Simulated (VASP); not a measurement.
# InSe (R3m) in VASP: notebook

InSe is run at these levels: PBE; tasks: single point.

Everything below comes from runs of VASP 6.6.1. Logs are shortened: lines on timing, memory, paths and dates and some standing lists are left out, and cuts for length are marked.

**What was measured.**

“The Interaction of Hydrogen with the van der Waals Crystal γ-InSe”, 2020, pmc:7321205 reports, for a bulk crystal of InSe at 300 K: band gap 1.25 eV.

The runs below are set against these values where they give the same quantity.

## (1) The cell of the first run

It takes space group R3m (No. 160, trigonal). The conventional cell has a = 4.000 Å, b = 4.000 Å, c = 25.320 Å, α = 90.00°, β = 90.00°, γ = 120.00°. Within 3.5 Å of In (site symmetry 3m) lie 3 Se at 2.63 Å and 1 In at 2.82 Å. In (site symmetry 3m) has 3 Se at 2.64 Å and 1 In at 2.82 Å within 3.5 Å. Within 3.5 Å of Se (site symmetry 3m) lie 3 In at 2.63 Å. Se (site symmetry 3m) has 3 In at 2.64 Å within 3.5 Å.

## (2) Single point, PBE

INCAR reads:

```
SYSTEM = InSe
PREC = Accurate
ENCUT = 520
EDIFF = 1E-6
ISMEAR = -1
SIGMA = 0.04
LREAL = .False.
LASPH = .True.
NELM = 100
ALGO = Normal
ISIF = 2
LWAVE = .False.
LCHARG = .False.
GGA = PE
NBANDS = 27
```

KPOINTS reads:

```
Automatic mesh
0
Gamma
  5 5 5
  0 0 0
```

POSCAR reads:

```
InSe
1.0
    2.0000000000      1.1547005384      8.4400000000
   -2.0000000000      1.1547005384      8.4400000000
    0.0000000000     -2.3094010768      8.4400000000
In Se
2 2
Direct
    0.8886000000      0.8886000000      0.8886000000
    0.0000000000      0.0000000000      0.0000000000
    0.1719000000      0.1719000000      0.1719000000
    0.3835000000      0.3835000000      0.3835000000
```

Potentials or basis: VASP PAW PBE potentials, release 64 (In_d, Se).

Started as:

```bash
$ cat potpaw_PBE.64/In_d/POTCAR potpaw_PBE.64/Se/POTCAR > POTCAR
$ mpirun -np 1 vasp_std > vasp.out
```

OUTCAR:

```text
SYSTEM = InSe
   PREC = Accurate
   ENCUT = 520
   EDIFF = 1E-6
   ISMEAR = -1
   LREAL = .False.
   LASPH = .True.
   NELM = 100
   ISIF = 2
   GGA = PE

 ion  position               nearest neighbor table
   1  0.889  0.889  0.889-   3 2.63   3 2.63   3 2.63   2 2.82
   2  0.000  0.000  0.000-   4 2.64   4 2.64   4 2.64   1 2.82
   3  0.172  0.172  0.172-   1 2.63   1 2.63   1 2.63
   4  0.383  0.383  0.383-   2 2.64   2 2.64   2 2.64

  LATTYP: Found a trigonal (rhomboedric) cell.
 ALAT       =     8.7502533297
 COS(alpha) =     0.8955162542

  Lattice vectors:

 A1 = (   2.0000000000,   1.1547005384,   8.4400000000)
 A2 = (  -2.0000000000,   1.1547005384,   8.4400000000)
 A3 = (   0.0000000000,  -2.3094010768,   8.4400000000)

Analysis of symmetry for initial positions (statically):
=====================================================================
 Subroutine PRICEL returns:
 Original cell was already a primitive cell.

 Routine SETGRP: Setting up the symmetry group for a
 trigonal (rhombohedral) supercell.

 Subroutine GETGRP returns: Found  6 space group operations
 (whereof  6 operations were pure point group operations)
 out of a pool of 12 trial point group operations.

The static configuration has the point symmetry C_3v.

Analysis of symmetry for dynamics (positions and initial velocities):
=====================================================================
 Subroutine PRICEL returns:
 Original cell was already a primitive cell.

 Routine SETGRP: Setting up the symmetry group for a
 trigonal (rhombohedral) supercell.

 Subroutine GETGRP returns: Found  6 space group operations
 (whereof  6 operations were pure point group operations)
 out of a pool of 12 trial point group operations.

The dynamic configuration has the point symmetry C_3v.

 Subroutine INISYM returns: Found  6 space group operations
 (whereof  6 operations are pure point group operations),
 and found     1 'primitive' translations

----------------------------------------------------------------------------------------

                                     Primitive cell

  volume of cell :     116.9481

  direct lattice vectors                    reciprocal lattice vectors
     2.000000000  1.154700538  8.440000000     0.250000000  0.144337567  0.039494471
    -2.000000000  1.154700538  8.440000000    -0.250000000  0.144337567  0.039494471
     0.000000000 -2.309401077  8.440000000     0.000000000 -0.288675135  0.039494471

  length of vectors
     8.750253330  8.750253330  8.750253330     0.291364285  0.291364285  0.291364285

  position of ions in fractional coordinates (direct lattice)
     0.888600000  0.888600000  0.888600000
     0.000000000  0.000000000  0.000000000
     0.171900000  0.171900000  0.171900000
     0.383500000  0.383500000  0.383500000

  ion indices of the primitive-cell ions
   primitive index   ion index
                 1           1
                 2           2
                 3           3
                 4           4

----------------------------------------------------------------------------------------

 KPOINTS: Automatic mesh

Automatic generation of k-mesh.
 Grid dimensions read from file:
 generate k-points for:    5    5    5

 Generating k-lattice:

  Cartesian coordinates                     Fractional coordinates (reciprocal lattice)
     0.050000000  0.028867513  0.007898894     0.200000000  0.000000000  0.000000000
    -0.050000000  0.028867513  0.007898894     0.000000000  0.200000000  0.000000000
     0.000000000 -0.057735027  0.007898894     0.000000000  0.000000000  0.200000000

  Length of vectors
     0.058272857  0.058272857  0.058272857

  Shift w.r.t. Gamma in fractional coordinates (k-lattice)
     0.000000000  0.000000000  0.000000000

 Subroutine IBZKPT returns following result:
 ===========================================

 Found     19 irreducible k-points:

 Following reciprocal coordinates:
            Coordinates               Weight
  0.000000  0.000000  0.000000      1.000000
  0.200000  0.000000  0.000000      6.000000
  0.400000  0.000000  0.000000      6.000000
  0.200000  0.200000  0.000000      6.000000
  0.400000  0.200000  0.000000     12.000000
 -0.400000  0.200000  0.000000     12.000000
[... 11 lines left out ...]
  0.400000  0.400000  0.400000      2.000000
 -0.400000  0.400000  0.400000      6.000000
   k-points           NKPTS =     19   k-points in BZ     NKDIM =     19   number of bands    NBANDS=     27
   number of dos      NEDOS =    301   number of ions     NIONS =      4
   total plane-waves  NPLWV = 343000
   dimension x,y,z NGX =    70 NGY =   70 NGZ =   70
   dimension x,y,z NGXF=   140 NGYF=  140 NGZF=  140
   ions per type =               2   2
   NGX,Y,Z   is equivalent  to a cutoff of  13.30, 13.30, 13.30 a.u.
   NGXF,Y,Z  is equivalent  to a cutoff of  26.60, 26.60, 26.60 a.u.
 SYSTEM =  InSe
   PREC   = accura    normal or accurate (medium, high low for compatibility)
   ISTART =      0    job   : 0-new  1-cont  2-samecut
   ICHARG =      2    charge: 1-file 2-atom 10-const
   ISPIN  =      1    spin polarized calculation?
   LNONCOLLINEAR =      F non collinear calculations
   LSORBIT =      F    spin-orbit coupling
   LASPH  =      T    aspherical Exc in radial PAW
   ENCUT  =  520.0 eV  38.22 Ry    6.18 a.u.  16.27 16.27 16.27*2*pi/ulx,y,z
   NELM   =    100;   NELMIN=  2; NELMDL= -5     # of ELM steps
   EDIFF  = 0.1E-05   stopping-criterion for ELM
   LREAL  =      F    real-space projection
   EDIFFG = 0.1E-04   stopping-criterion for IOM
   NSW    =      0    number of steps for IOM
   IBRION =     -1    ionic relax: 0-MD 1-quasi-New 2-CG
   NFREE  =      0    steps in history (QN), initial steepest desc. (CG)
   ISIF   =      2    stress and relaxation
   ISYM   =      2    0-nonsym 1-usesym 2-fastsym
   POTIM  = 0.5000    time-step for ionic-motion
   TEBEG  =    0.0;   TEEND  =   0.0 temperature during run
   PSTRESS=    0.0 pullay stress
   NELECT =      38.0000    total number of electrons
   NUPDOWN=      -1.0000    fix difference up-down
   EMIN   =  10.00;   EMAX   =-10.00  energy-range for DOS
   EFERMI =   0.00;   METHOD = LEGACY
   ISMEAR =    -1;   SIGMA  =   0.04  broadening in eV -4-tet -1-fermi 0-gaus
   EFERMI_NEDOS =   21; number of points for ismear=-14 and -15
   IALGO  =     38    algorithm
   IMIX   =      4    mixing-type and parameters
     AMIX     =   0.40;   BMIX     =  1.00
     AMIX_MAG =   1.60;   BMIX_MAG =  1.00
  volume/ion in A,a.u.               =      29.24       197.30
  Fermi-wavevector in a.u.,A,eV,Ry     =   1.125481  2.126852 17.234615  1.266709
  Thomas-Fermi vector in A             =   2.262159
   LORBIT       =      0    0 simple, 1 ext, 2 COOP (PROOUT), +10 PAW based schemes
   GGA     = PE    functional components
   LHFCALC =     F    Hartree Fock is set to
   AEXX    =    0.0000 exact exchange contribution
   IVDW    =     0    specifies the selected vdW correction
   LEPSILON=     F    determine dielectric tensor
   LRPA    =     F    only Hartree local field effects (RPA)
 non-spin polarized calculation
  energy-cutoff  :      520.00
  volume of cell :      116.95
 maximum number of plane-waves:      3184
 NGX is ok and might be reduce to    70
   NGX = 33   NGY = 33   NGZ = 33

 number of electron      37.9999998 magnetization

 Free energy of the ion-electron system (eV)
  ---------------------------------------------------
  ext. energy  EPLUGINS =         0.00000000
  ---------------------------------------------------
  free energy    TOTEN  =       -14.11945348 eV

  energy without entropy =      -14.11945324  energy(sigma->0) =      -14.11945336

 E-fermi :   4.3195     XC(G=0):  -8.9026

 val. band max:        3.8321245247   @ k =   0.4000   0.4000   0.4000
 cond. band min:       4.7945333154   @ k =   0.4000   0.4000   0.4000
 fundamental gap:      0.9624087907
 Fermi energy:         4.3194776509

 k-point     1 :       0.0000    0.0000    0.0000
  band No.  band energies     occupation
      1     -10.6777      2.00000
      2     -10.5088      2.00000
      3     -10.5088      2.00000
      4     -10.4365      2.00000
      5     -10.4365      2.00000
      6     -10.4134      2.00000
[... 19 lines left out ...]
     26       9.5897      0.00000
     27      11.6451      0.00000

 k-point     2 :       0.2000    0.0000    0.0000
  band No.  band energies     occupation
      1     -10.7094      2.00000
      2     -10.6028      2.00000
      3     -10.5758      2.00000
      4     -10.5018      2.00000
      5     -10.4233      2.00000
      6     -10.4099      2.00000
[... 19 lines left out ...]
     26      10.3161      0.00000
     27      10.7681      0.00000

 k-point     3 :       0.4000    0.0000    0.0000
  band No.  band energies     occupation
      1     -10.8283      2.00000
      2     -10.7262      2.00000
      3     -10.6108      2.00000
      4     -10.5002      2.00000
      5     -10.4389      2.00000
      6     -10.3677      2.00000
[... 19 lines left out ...]
     26      10.6617      0.00000
     27      11.2391      0.00000

 k-point     4 :       0.2000    0.2000    0.0000
  band No.  band energies     occupation
      1     -10.7084      2.00000
      2     -10.6023      2.00000
      3     -10.5773      2.00000
      4     -10.5020      2.00000
      5     -10.4233      2.00000
      6     -10.4099      2.00000
[... 19 lines left out ...]
     26      10.2948      0.00000
     27      10.8343      0.00000
[... 366 lines left out ...]
      4     -10.5006      2.00000
      5     -10.4388      2.00000
      6     -10.3675      2.00000
[... 19 lines left out ...]
     26      11.1537      0.00000
     27      11.4432      0.00000

 k-point    18 :       0.4000    0.4000    0.4000
  band No.  band energies     occupation
      1     -10.6775      2.00000
      2     -10.5090      2.00000
      3     -10.5090      2.00000
      4     -10.4364      2.00000
      5     -10.4364      2.00000
      6     -10.4135      2.00000
[... 19 lines left out ...]
     26       9.7177      0.00000
     27      12.0785      0.00000

 k-point    19 :      -0.4000    0.4000    0.4000
  band No.  band energies     occupation
      1     -10.7035      2.00000
      2     -10.5969      2.00000
      3     -10.5885      2.00000
      4     -10.5021      2.00000
      5     -10.4233      2.00000
      6     -10.4098      2.00000
[... 19 lines left out ...]
     26      10.4858      0.00000
     27      11.1063      0.00000

------------------------ aborting loop because EDIFF is reached ----------------------------------------

  FORCE on cell =-STRESS in cart. coord.  units (eV):
  Direction    XX          YY          ZZ          XY          YZ          ZX
  --------------------------------------------------------------------------------------
  -------------------------------------------------------------------------------------
  Total        2.4228974      2.4228974      1.4259347     -0.0000000      0.0000000      0.0000000
  in kB       33.1934621     33.1934621     19.5351690     -0.0000000      0.0000000      0.0000000
  external PRESSURE =      28.6406977 kB  Pullay stress =       0.0000000 kB

 VOLUME and BASIS-vectors are now :
 -----------------------------------------------------------------------------
  energy-cutoff  :      520.00
  volume of cell :      116.95
      direct lattice vectors                 reciprocal lattice vectors
     2.000000000  1.154700538  8.440000000     0.250000000  0.144337567  0.039494471
    -2.000000000  1.154700538  8.440000000    -0.250000000  0.144337567  0.039494471
     0.000000000 -2.309401077  8.440000000     0.000000000 -0.288675135  0.039494471

 POSITION                                       TOTAL-FORCE (eV/Angst)
 -----------------------------------------------------------------------------------
      0.00000      0.00000     22.49935         0.000000      0.000000      0.372433
      0.00000      0.00000      0.00000         0.000000      0.000000     -0.356185
      0.00000      0.00000      4.35251         0.000000      0.000000     -0.272055
      0.00000      0.00000      9.71022         0.000000     -0.000000      0.255807
 -----------------------------------------------------------------------------------
    total drift:                               -0.000000      0.000000      0.000333

  FREE ENERGIE OF THE ION-ELECTRON SYSTEM (eV)
  ---------------------------------------------------
  free  energy   TOTEN  =       -14.1194534827 eV

  energy  without entropy=      -14.1194532447  energy(sigma->0) =      -14.11945336
```

Run time: 3.8 min. Hardware: 1 thread of AMD EPYC 9R14 (Zen 4), shared host; peak memory 0.59 GiB.

Results:

```yaml
Free_energy: -14.1195 eV
Pressure: 2.9 GPa
Largest_force: 0.372 eV/Å
Band_gap_on_the_k_mesh: 0.96 eV, direct
```

Forces on the atoms (eV/Å):
```
In   0.000  0.000  0.372
In   0.000  0.000 -0.356
Se   0.000  0.000 -0.272
Se   0.000  0.000  0.256
```

Levels at points of the mesh, in eV from the valence-band top:
| k point | band 15 | band 16 | band 17 | band 18 | band 19 | band 20 | band 21 | band 22 | band 23 | band 24 |
| --- | --- | --- | --- | --- | --- | --- | --- | --- | --- | --- |
| (0.00, 0.00, 0.00) | -1.24 | -1.03 | -1.03 | -0.94 | -0.94 | 1.96 | 2.37 | 4.67 | 4.67 | 5.45 |

Caveat: spin-orbit coupling is left out, which moves the levels of the heavy elements.

## (3) Single point, PBE

INCAR reads:

```
  ALGO = Normal
  EDIFF = 1E-6
  ENCUT = 520
  GGA = PE
  ISIF = 2
  ISMEAR = -1
  LASPH = True
  LCHARG = False
  LREAL = False
  LWAVE = False
  NBANDS = 27
  NELM = 60
  PREC = Accurate
  SIGMA = 0.03
```

KPOINTS reads:

```
k-points
0
Gamma
  3 3 3
```

POSCAR is that of step 2.

Potentials or basis: VASP PAW PBE potentials, release 64 (In_d, Se).

Started as:

```bash
$ cat potpaw_PBE.64/In_d/POTCAR potpaw_PBE.64/Se/POTCAR > POTCAR
$ mpirun -np 1 vasp_std > vasp.out
```

Wall time 4.3 min (1 thread of AMD EPYC 7R13, shared host); peak memory 0.6 GiB.

It converged, with:

* Free energy: -13.8413 eV
* Pressure: 3.6 GPa
* Largest force: 0.349 eV/Å
* Band gap on the k mesh: 1.48 eV, direct

Forces in eV/Å, atoms in the order of the input:
```
In   0.000  0.000  0.349
In   0.000  0.000 -0.332
Se   0.000  0.000 -0.315
Se   0.000  0.000  0.298
```

Stress tensor (GPa, compression positive):
```
4.75 0.00 0.00
0.00 4.75 0.00
0.00 0.00 1.38
```

Levels at points of the mesh, in eV from the valence-band top:
```csv
k point,band 16,band 17,band 18,band 19,band 20,band 21,band 22,band 23
"(0.00, 0.00, 0.00)",-0.73,-0.73,-0.64,-0.64,2.23,2.64,4.92,4.92
```

Caveat: the k points lie up to 0.61 Å⁻¹ apart; spin-orbit coupling is left out, which moves the levels of the heavy elements. A k mesh can miss the band edges.

## (4) Single point, PBE

INCAR reads:

```
PREC = Accurate
ENCUT = 520
EDIFF = 1E-6
ISMEAR = -1
SIGMA = 0.04
LREAL = F
LASPH = T
NELM = 60
ALGO = Normal
ISIF = 2
LWAVE = F
LCHARG = F
GGA = PE
NBANDS = 27
```

KPOINTS reads:

```
Automatic mesh
0
Gamma
  6 6 6
```

POSCAR is that of step 3.

Started as:

```bash
$ cat potpaw_PBE.64/In_d/POTCAR potpaw_PBE.64/Se/POTCAR > POTCAR
$ mpirun -np 1 vasp_std > vasp.out
```

Wall time 10 min (1 thread of Intel Xeon 6975P-C, shared host); peak memory 0.66 GiB.

The run converged. Its results:

```yaml
Free_energy: -14.1318 eV
Pressure: 2.8 GPa
Largest_force: 0.379 eV/Å
Band_gap_on_the_k_mesh: 0.43 eV, direct
```

Forces on the atoms (eV/Å):
```
In   0.000  0.000  0.379
In   0.000  0.000 -0.363
Se   0.000  0.000 -0.273
Se   0.000  0.000  0.257
```

Stress tensor (GPa, compression positive):
```
3.23 0.00 0.00
0.00 3.23 0.00
0.00 0.00 1.98
```

Levels at points of the mesh, in eV from the valence-band top:
```csv
k point,band 15,band 16,band 17,band 18,band 19,band 20,band 21,band 22,band 23,band 24
"(0.00, 0.00, 0.00)",-1.51,-1.31,-1.31,-1.22,-1.22,1.68,2.10,4.39,4.39,5.18
"(0.50, 0.00, 0.00)",-3.46,-2.38,-2.34,-2.24,-1.67,1.21,1.96,3.63,3.98,4.81
"(0.50, 0.50, 0.00)",-3.22,-2.66,-2.50,-2.06,-1.50,1.18,1.97,3.29,3.61,4.40
"(0.50, 0.50, 0.50)",-1.38,-1.38,-1.14,-1.14,0.00,0.43,2.15,4.31,4.31,5.61
```

Caveat: spin-orbit coupling is left out, which moves the levels of the heavy elements.

## (5) The runs side by side

| k mesh | smearing | gap on the mesh (eV) | pressure (GPa) | largest force (eV/Å) |
| --- | --- | --- | --- | --- |
| 5 × 5 × 5 | fermi-dirac 0.04 eV | 0.96 | 2.9 | 0.37 |
| 3 × 3 × 3 | fermi-dirac 0.03 eV | 1.48 | 3.6 | 0.35 |
| 6 × 6 × 6 | fermi-dirac 0.04 eV | 0.43 | 2.8 | 0.38 |

Alike in all rows: task single point; level PBE; potentials or basis VASP PAW PBE potentials, release 64 (In_d, Se); no spin polarisation; cell as given; cutoff (eV) 520.

Caveats: some runs use coarse meshes; spin-orbit coupling is left out, which moves the levels of the heavy elements.

Absolute energies hang on the potentials; compare differences alone.

## (6) Comparison with measurements

Step 2. Measured gap of InSe: 1.25 eV (300 K; “The Interaction of Hydrogen with the van der Waals Crystal γ-InSe”, 2020, pmc:7321205). This calculation gives 0.96 eV (-0.29 eV). Spin-orbit coupling on In, Se is left out. The value is that of PBE on a finite k mesh, which can miss the band edges, without temperature or zero-point motion. Semilocal functionals fall short of measured gaps as a rule.

Step 4. A measured gap of InSe is 1.25 eV (300 K; “The Interaction of Hydrogen with the van der Waals Crystal γ-InSe”, 2020, pmc:7321205); the calculated 0.43 eV misses it by -0.82 eV. Spin-orbit coupling on In, Se is left out. The value is that of PBE on a finite k mesh, which can miss the band edges, without temperature or zero-point motion. Semilocal functionals fall short of measured gaps as a rule.
